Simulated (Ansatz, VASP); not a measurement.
**Ir3O2: VASP beside Ansatz**

```
Ir O
1.0
     3.42444    0.00000    0.00000
    -1.71222    2.96565    0.00000
     0.00000    0.00000    5.32787
Ir O
3 2
Direct
  0.00000 0.00000 0.00000
  0.33333 0.66667 0.64500
  0.66667 0.33333 0.35500
  0.33333 0.66667 0.24500
  0.66667 0.33333 0.75500
```

Alike in both runs: task relaxation of cell and atoms; functional PBE; k mesh 6 × 6 × 4; occupations gaussian, width 0.1 eV; no spin polarisation.

```csv
,VASP,Ansatz
version,VASP 6.6.1,Ansatz 0.2.0
potentials or method,"VASP PAW PBE potentials, release 64 (Ir, O), cutoff 600 eV","scalar-relativistic, plane waves, PAW"
valence electrons in the cell,39,63
```

```csv
,VASP,Ansatz,Ansatz less VASP
"gap on the k mesh at the Fermi level, each at its own relaxed structure (eV)",none,none,-
relaxed volume (Å³/atom),13.21,13.11,-0.098
relaxed cell length with the largest relative difference (Å),6.645,5.635,-1.0106
```

A gap of «none» marks a metal or a gap that the smearing closes. One of these differences is far larger than is usual between the two programs; its cause wasn't traced. VASP's potentials hold 39 valence electrons a cell and Ansatz's 63, so a difference there can come from the potentials and not from the codes.

Spin-orbit coupling is off throughout. Noted on VASP's run: the volume moved by over 15 % at a fixed basis, so the end points are rough.
